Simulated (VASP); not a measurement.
# C (P6_3/mmc) in VASP: a series of runs

Runs on C. Level: PBE. Tasks: single point.

The COD entry that gives the cell may itself be a prediction, so a difference from it is no test against experiment.

Everything below comes from runs of VASP 6.6.1. Logs are shortened: lines on timing, memory, paths and dates and some standing lists are left out, and cuts for length are marked.

### 1 The cell of the first run

Symmetry: P6_3/mmc, No. 194, hexagonal system. The conventional cell has a = 2.609 Å, b = 2.609 Å, c = 11.808 Å, α = 90.00°, β = 90.00°, γ = 120.00°. Within 2.0 Å of C (site symmetry 3m) lie 4 C at 1.49 to 1.58 Å. Within 2.0 Å of C (site symmetry 3m) lie 4 C at 1.47 to 1.58 Å. C (site symmetry 3m) has 4 C at 1.47 to 1.58 Å within 2.0 Å.

### 2 Single point, PBE

Contents of INCAR:

```
ALGO = Normal
EDIFF = 1E-6
ENCUT = 520
GGA = PE
ISIF = 2
ISMEAR = 0
LASPH = T
LCHARG = F
LREAL = F
LWAVE = F
NBANDS = 36
NELM = 80
PREC = Accurate
SIGMA = 0.05
```

Contents of KPOINTS:

```
k-points
0
Gamma
  12 12 2
```

Contents of POSCAR:

```
C
1.0
    2.6088000000      0.0000000000      0.0000000000
   -1.3044000000      2.2592870734      0.0000000000
    0.0000000000      0.0000000000     11.8077000000
C
12
Direct
    0.0000000000      0.0000000000      0.1868593266
    0.0000000000      0.0000000000      0.6868593266
    0.0000000000      0.0000000000      0.3131406734
    0.0000000000      0.0000000000      0.8131406734
    0.3333333333      0.6666666667      0.5207665411
    0.6666666667      0.3333333333      0.0207665411
    0.3333333333      0.6666666667      0.9792334589
    0.6666666667      0.3333333333      0.4792334589
    0.3333333333      0.6666666667      0.6450950823
    0.6666666667      0.3333333333      0.1450950823
    0.3333333333      0.6666666667      0.8549049177
    0.6666666667      0.3333333333      0.3549049177
```

Potentials or basis: VASP PAW PBE potentials, release 64 (C).

Run with:

```bash
$ cat potpaw_PBE.64/C/POTCAR > POTCAR
$ mpirun -np 1 vasp_std > vasp.out
```

OUTCAR:

```text
EDIFF = 1E-6
   ENCUT = 520
   GGA = PE
   ISIF = 2
   ISMEAR = 0
   LASPH = T
   LREAL = F
   NELM = 80
   PREC = Accurate

 ion  position               nearest neighbor table
   1  0.000  0.000  0.187-   3 1.49  10 1.58  10 1.58  10 1.58
   2  0.000  0.000  0.687-   4 1.49   9 1.58   9 1.58   9 1.58
   3  0.000  0.000  0.313-   1 1.49  12 1.58  12 1.58  12 1.58
   4  0.000  0.000  0.813-   2 1.49  11 1.58  11 1.58  11 1.58
   5  0.333  0.667  0.521-   9 1.47   8 1.58   8 1.58   8 1.58
   6  0.667  0.333  0.021-  10 1.47   7 1.58   7 1.58   7 1.58
   7  0.333  0.667  0.979-  11 1.47   6 1.58   6 1.58   6 1.58
   8  0.667  0.333  0.479-  12 1.47   5 1.58   5 1.58   5 1.58
   9  0.333  0.667  0.645-   5 1.47   2 1.58   2 1.58   2 1.58
  10  0.667  0.333  0.145-   6 1.47   1 1.58   1 1.58   1 1.58
  11  0.333  0.667  0.855-   7 1.47   4 1.58   4 1.58   4 1.58
  12  0.667  0.333  0.355-   8 1.47   3 1.58   3 1.58   3 1.58

  LATTYP: Found a hexagonal cell.
 ALAT       =     2.6088000000
 C/A-ratio  =     4.5261039558

  Lattice vectors:

 A1 = (   2.6088000000,   0.0000000000,   0.0000000000)
 A2 = (  -1.3044000000,   2.2592870734,   0.0000000000)
 A3 = (   0.0000000000,   0.0000000000,  11.8077000000)

Analysis of symmetry for initial positions (statically):
=====================================================================
 Subroutine PRICEL returns:
 Original cell was already a primitive cell.

 Routine SETGRP: Setting up the symmetry group for a
 hexagonal supercell.

 Subroutine GETGRP returns: Found 24 space group operations
 (whereof 12 operations were pure point group operations)
 out of a pool of 24 trial point group operations.

The static configuration has the point symmetry D_3d.
 The point group associated with its full space group is D_6h.

Analysis of symmetry for dynamics (positions and initial velocities):
=====================================================================
 Subroutine PRICEL returns:
 Original cell was already a primitive cell.

 Routine SETGRP: Setting up the symmetry group for a
 hexagonal supercell.

 Subroutine GETGRP returns: Found 24 space group operations
 (whereof 12 operations were pure point group operations)
 out of a pool of 24 trial point group operations.

The dynamic configuration has the point symmetry D_3d.
 The point group associated with its full space group is D_6h.

 Subroutine INISYM returns: Found 24 space group operations
 (whereof 12 operations are pure point group operations),
 and found     1 'primitive' translations

----------------------------------------------------------------------------------------

                                     Primitive cell

  volume of cell :      69.5949

  direct lattice vectors                    reciprocal lattice vectors
     2.608800000  0.000000000  0.000000000     0.383318001  0.221308751  0.000000000
    -1.304400000  2.259287073  0.000000000     0.000000000  0.442617502  0.000000000
     0.000000000  0.000000000 11.807700000     0.000000000  0.000000000  0.084690499

  length of vectors
     2.608800000  2.608800000 11.807700000     0.442617502  0.442617502  0.084690499

  position of ions in fractional coordinates (direct lattice)
     0.000000000  0.000000000  0.186859327
     0.000000000  0.000000000  0.686859327
     0.000000000  0.000000000  0.313140673
     0.000000000  0.000000000  0.813140673
     0.333333333  0.666666667  0.520766541
     0.666666667  0.333333333  0.020766541
     0.333333333  0.666666667  0.979233459
     0.666666667  0.333333333  0.479233459
     0.333333333  0.666666667  0.645095082
     0.666666667  0.333333333  0.145095082
     0.333333333  0.666666667  0.854904918
     0.666666667  0.333333333  0.354904918

  ion indices of the primitive-cell ions
   primitive index   ion index
                 1           1
                 2           2
                 3           3
                 4           4
                 5           5
                 6           6
                 7           7
                 8           8
                 9           9
                10          10
                11          11
                12          12

----------------------------------------------------------------------------------------

 KPOINTS: k-points

Automatic generation of k-mesh.
 Grid dimensions read from file:
 generate k-points for:   12   12    2

 Generating k-lattice:

  Cartesian coordinates                     Fractional coordinates (reciprocal lattice)
     0.031943167  0.018442396  0.000000000     0.083333333 -0.000000000  0.000000000
     0.000000000  0.036884792  0.000000000     0.000000000  0.083333333  0.000000000
     0.000000000  0.000000000  0.042345249     0.000000000  0.000000000  0.500000000

  Length of vectors
     0.036884792  0.036884792  0.042345249

  Shift w.r.t. Gamma in fractional coordinates (k-lattice)
     0.000000000  0.000000000  0.000000000

[... 87 lines left out ...]
 cond. band min:      12.9737147845   @ k =   0.5000   0.0000   0.0000
 fundamental gap:      3.3800310954
 Fermi energy:         9.7985472346

 k-point     1 :       0.0000    0.0000    0.0000
  band No.  band energies     occupation
      1     -11.8099      2.00000
      2     -10.9899      2.00000
      3     -10.9431      2.00000
      4      -8.5010      2.00000
      5      -8.4484      2.00000
      6      -4.9454      2.00000
[... 28 lines left out ...]
     35      16.4980      0.00000
     36      16.5074      0.00000

 k-point     2 :       0.0833    0.0000    0.0000
  band No.  band energies     occupation
      1     -11.6514      2.00000
      2     -10.8325      2.00000
      3     -10.7863      2.00000
      4      -8.3488      2.00000
      5      -8.2968      2.00000
      6      -4.8059      2.00000
[... 28 lines left out ...]
     35      16.8001      0.00000
     36      17.0289      0.00000

 k-point     3 :       0.1667    0.0000    0.0000
  band No.  band energies     occupation
      1     -11.1781      2.00000
      2     -10.3624      2.00000
      3     -10.3181      2.00000
      4      -7.8955      2.00000
      5      -7.8461      2.00000
      6      -4.3906      2.00000
[... 28 lines left out ...]
     35      17.8910      0.00000
     36      18.0383      0.00000

 k-point     4 :       0.2500    0.0000    0.0000
  band No.  band energies     occupation
      1     -10.3975      2.00000
      2      -9.5880      2.00000
      3      -9.5481      2.00000
      4      -7.1547      2.00000
      5      -7.1115      2.00000
      6      -3.7134      2.00000
[... 28 lines left out ...]
     35      18.7084      0.00000
     36      19.3193      0.00000

 k-point     5 :       0.3333    0.0000    0.0000
  band No.  band energies     occupation
      1      -9.3268      2.00000
      2      -8.5284      2.00000
      3      -8.5001      2.00000
      4      -6.1690      2.00000
      5      -6.1455      2.00000
      6      -2.8485      2.00000
[... 655 lines left out ...]
 k-point    22 :       0.1667    0.0000    0.5000
  band No.  band energies     occupation
      1     -10.9682      2.00000
      2     -10.9682      2.00000
      3      -9.3025      2.00000
      4      -9.3025      2.00000
      5      -6.0815      2.00000
      6      -6.0815      2.00000
[... 28 lines left out ...]
     35      18.1751      0.00000
     36      18.3378      0.00000

 k-point    23 :       0.2500    0.0000    0.5000
  band No.  band energies     occupation
      1     -10.1895      2.00000
      2     -10.1895      2.00000
      3      -8.5428      2.00000
      4      -8.5428      2.00000
      5      -5.3814      2.00000
      6      -5.3814      2.00000
[... 28 lines left out ...]
     35      19.1877      0.00000
     36      19.2041      0.00000

 k-point    24 :       0.3333    0.0000    0.5000
  band No.  band energies     occupation
      1      -9.1227      2.00000
      2      -9.1227      2.00000
      3      -7.5156      2.00000
      4      -7.5156      2.00000
      5      -4.5088      2.00000
      6      -4.5088      2.00000
[... 28 lines left out ...]
     35      19.6715      0.00000
     36      19.6715      0.00000

 [... further k-points ...]

------------------------ aborting loop because EDIFF is reached ----------------------------------------

  FORCE on cell =-STRESS in cart. coord.  units (eV):
  Direction    XX          YY          ZZ          XY          YZ          ZX
  --------------------------------------------------------------------------------------
  -------------------------------------------------------------------------------------
  Total      -15.9299561    -15.9299561     28.7982732      0.0000000      0.0000000      0.0000000
  in kB     -366.7310215   -366.7310215    662.9786084      0.0000000      0.0000000      0.0000000
  external PRESSURE =     -23.4944782 kB  Pullay stress =       0.0000000 kB

 VOLUME and BASIS-vectors are now :
 -----------------------------------------------------------------------------
  energy-cutoff  :      520.00
  volume of cell :       69.59
      direct lattice vectors                 reciprocal lattice vectors
     2.608800000  0.000000000  0.000000000     0.383318001  0.221308751  0.000000000
    -1.304400000  2.259287073  0.000000000     0.000000000  0.442617502  0.000000000
     0.000000000  0.000000000 11.807700000     0.000000000  0.000000000  0.084690499

 POSITION                                       TOTAL-FORCE (eV/Angst)
 -----------------------------------------------------------------------------------
      0.00000      0.00000      2.20638         0.000000     -0.000000     -0.628001
      0.00000      0.00000      8.11023        -0.000000      0.000000     -0.628001
      0.00000      0.00000      3.69747         0.000000     -0.000000      0.628001
      0.00000      0.00000      9.60132        -0.000000      0.000000      0.628001
     -0.00000      1.50619      6.14906         0.000000     -0.000000     -0.674996
      1.30440      0.75310      0.24521         0.000000      0.000000     -0.674996
     -0.00000      1.50619     11.56249         0.000000     -0.000000      0.674996
      1.30440      0.75310      5.65864        -0.000000      0.000000      0.674996
     -0.00000      1.50619      7.61709        -0.000000      0.000000      0.409718
      1.30440      0.75310      1.71324         0.000000      0.000000      0.409718
     -0.00000      1.50619     10.09446        -0.000000      0.000000     -0.409718
      1.30440      0.75310      4.19061         0.000000     -0.000000     -0.409718
 -----------------------------------------------------------------------------------
    total drift:                               -0.000000      0.000000      0.000000

  FREE ENERGIE OF THE ION-ELECTRON SYSTEM (eV)
  ---------------------------------------------------
  free  energy   TOTEN  =      -107.7718337547 eV

  energy  without entropy=     -107.7718337547  energy(sigma->0) =     -107.77183375
```

Wall time 2.3 min (1 thread of Intel Xeon 8259CL, shared host); peak memory 0.21 GiB.

What came out:

| Quantity | Value |
| --- | --- |
| Free energy | -107.7718 eV |
| Pressure | -2.3 GPa |
| Largest force | 0.675 eV/Å |
| Band gap on the k mesh | 3.38 eV, indirect (least direct gap 4.34 eV) |

Forces on the atoms (eV/Å):
```
C    0.000  0.000 -0.628
C    0.000  0.000 -0.628
C    0.000  0.000  0.628
C    0.000  0.000  0.628
C    0.000  0.000 -0.675
C    0.000  0.000 -0.675
C    0.000  0.000  0.675
C    0.000  0.000  0.675
C    0.000  0.000  0.410
C    0.000  0.000  0.410
C    0.000  0.000 -0.410
C    0.000  0.000 -0.410
```

Levels at points of the mesh, in eV from the valence-band top:
```tsv
k point	band 20	band 21	band 22	band 23	band 24	band 25	band 26	band 27	band 28	band 29
(0.00, 0.00, 0.00)	-1.37	-1.37	-0.44	0.00	0.00	4.34	4.34	5.75	5.75	5.95
(0.50, 0.00, 0.00)	-4.20	-4.07	-4.01	-3.55	-2.49	3.38	4.10	4.28	6.33	6.57
(0.00, 0.00, 0.50)	-1.22	-0.48	-0.48	-0.48	-0.48	4.88	4.88	4.88	4.88	5.97
(0.50, 0.00, 0.50)	-5.17	-3.60	-3.60	-2.97	-2.97	3.58	3.58	5.18	5.18	6.87
```

### 3 Single point, PBE

This run uses another cell than the first one, of 5.84 Å³/atom, 1.007 times its volume.

Contents of INCAR:

```
SYSTEM = C
PREC = Accurate
ENCUT = 520
EDIFF = 1E-6
ISMEAR = 0
SIGMA = 0.05
LREAL = .FALSE.
LASPH = .TRUE.
NELM = 80
ALGO = Normal
ISIF = 2
LWAVE = .FALSE.
LCHARG = .FALSE.
GGA = PE
NBANDS = 36
```

Contents of KPOINTS:

```
regular mesh
0
G
  12 12 2
  0 0 0
```

Edit POSCAR of step 2 so:

```diff
@@ -2,5 +2,5 @@
 1.0
-    2.6088000000      0.0000000000      0.0000000000
-   -1.3044000000      2.2592870734      0.0000000000
-    0.0000000000      0.0000000000     11.8077000000
+    2.5205457478      0.0000000000      0.0000000000
+   -1.2602728739      2.1828566490      0.0000000000
+    0.0000000000      0.0000000000     12.7398000000
 C
```

Potentials or basis: VASP PAW PBE potentials, release 64 (C).

Run with:

```bash
$ cat potpaw_PBE.64/C/POTCAR > POTCAR
$ mpirun -np 1 vasp_std > vasp.out
```

Wall time 2.3 min (1 thread of Intel Xeon 8259CL, shared host); peak memory 0.21 GiB.

It converged, with:

| Item | Value |
| --- | --- |
| Free energy | -108.8991 eV |
| Pressure | -9.4 GPa |
| Largest force | 0.037 eV/Å |
| Band gap on the k mesh | 4.44 eV, indirect (least direct gap 4.86 eV) |

Forces in eV/Å, atoms in the order of the input:
```
C    0.000  0.000 -0.014
C    0.000  0.000 -0.014
C    0.000  0.000  0.014
C    0.000  0.000  0.014
C    0.000  0.000  0.015
C    0.000  0.000  0.015
C    0.000  0.000 -0.015
C    0.000  0.000 -0.015
C    0.000  0.000  0.037
C    0.000  0.000  0.037
C    0.000  0.000 -0.037
C    0.000  0.000 -0.037
```

Stress tensor (GPa, compression positive):
```
 -0.39   0.00   0.00
  0.00  -0.39   0.00
  0.00   0.00 -27.35
```

Levels at points of the mesh, in eV from the valence-band top:
```
           k point  band 20  band 21  band 22  band 23  band 24  band 25  band 26  band 27  band 28  band 29
(0.00, 0.00, 0.00)    -0.85    -0.85    -0.16     0.00     0.00     4.86     5.58     5.58     6.56     6.56
(0.50, 0.00, 0.00)    -4.33    -3.95    -3.91    -3.53    -2.93     4.87     5.13     5.46     5.50     6.20
(0.00, 0.00, 0.50)    -1.49    -0.27    -0.27    -0.27    -0.27     5.77     5.77     5.92     5.92     5.92
(0.50, 0.00, 0.50)    -4.73    -3.72    -3.72    -3.23    -3.23     5.03     5.03     5.38     5.38     6.15
```

A k mesh can miss the band edges. PBE gaps usually lie below the measured ones, often by a third to a half.

### 4 Single point, PBE

This run uses another cell than the first one, of 5.83 Å³/atom, 1.005 times its volume.

Contents of INCAR:

```
ALGO = Normal
EDIFF = 1E-7
ENCUT = 520
GGA = PE
ISIF = 2
ISMEAR = 0
LASPH = T
LCHARG = T
LELF = T
LREAL = F
LVHAR = T
LWAVE = F
NBANDS = 36
NELM = 80
PREC = Accurate
SIGMA = 0.05
```

Contents of KPOINTS:

```
k-points
0
Gamma
  12 12 2
```

Edit POSCAR of step 3 so:

```diff
@@ -2,5 +2,5 @@
 1.0
-    2.5205457478      0.0000000000      0.0000000000
-   -1.2602728739      2.1828566490      0.0000000000
-    0.0000000000      0.0000000000     12.7398000000
+    2.5647000000      0.0000000000      0.0000000000
+   -1.2823500000      2.2210953531      0.0000000000
+    0.0000000000      0.0000000000     12.2737000000
 C
```

Run with:

```bash
$ cat potpaw_PBE.64/C/POTCAR > POTCAR
$ mpirun -np 1 vasp_std > vasp.out
```

Run time: 2.6 min. Hardware: 1 thread of Intel Xeon 8259CL, shared host; peak memory 0.21 GiB.

It converged, with:

* Free energy: -108.8599 eV
* Pressure: -8.1 GPa
* Largest force: 0.120 eV/Å
* Band gap on the k mesh: 4.13 eV, indirect (least direct gap 4.99 eV)

Forces on the atoms (eV/Å):
```
C    0.000  0.000 -0.112
C    0.000  0.000 -0.112
C    0.000  0.000  0.112
C    0.000  0.000  0.112
C    0.000  0.000 -0.120
C    0.000  0.000 -0.120
C    0.000  0.000  0.120
C    0.000  0.000  0.120
C    0.000  0.000  0.051
C    0.000  0.000  0.051
C    0.000  0.000 -0.051
C    0.000  0.000 -0.051
```

Stress tensor (GPa, compression positive):
```
-19.49   0.00   0.00
  0.00 -19.49   0.00
  0.00   0.00  14.59
```

Levels at points of the mesh, in eV from the valence-band top:
```
           k point  band 20  band 21  band 22  band 23  band 24  band 25  band 26  band 27  band 28  band 29
(0.00, 0.00, 0.00)    -1.08    -1.08    -0.18     0.00     0.00     4.99     4.99     6.03     6.17     6.17
(0.50, 0.00, 0.00)    -4.24    -3.99    -3.93    -3.51    -2.71     4.16     4.81     4.90     5.88     6.73
(0.00, 0.00, 0.50)    -1.22    -0.36    -0.36    -0.36    -0.36     5.42     5.42     5.42     5.42     6.38
(0.50, 0.00, 0.50)    -4.92    -3.64    -3.64    -3.09    -3.09     4.34     4.34     5.69     5.69     6.16
```

A k mesh can miss the band edges. PBE gaps usually lie below the measured ones, often by a third to a half.

### 5 Summary

| cell | gap on the mesh (eV) | pressure (GPa) | largest force (eV/Å) |
| --- | --- | --- | --- |
| a = 2.609, b = 2.609, c = 11.808 Å, angles 90.0, 90.0, 120.0°, 12 atoms | 3.38 | -2.3 | 0.67 |
| a = 2.521, b = 2.521, c = 12.740 Å, angles 90.0, 90.0, 120.0°, 12 atoms | 4.44 | -9.4 | 0.04 |
| a = 2.565, b = 2.565, c = 12.274 Å, angles 90.0, 90.0, 120.0°, 12 atoms | 4.13 | -8.1 | 0.12 |

Alike in all rows: task single point; level PBE; potentials or basis VASP PAW PBE potentials, release 64 (C); no spin polarisation; k mesh 12 × 12 × 2; cutoff (eV) 520; smearing gaussian 0.05 eV.

Total energies depend on the potentials used, so only differences within one code and one set of settings carry meaning.
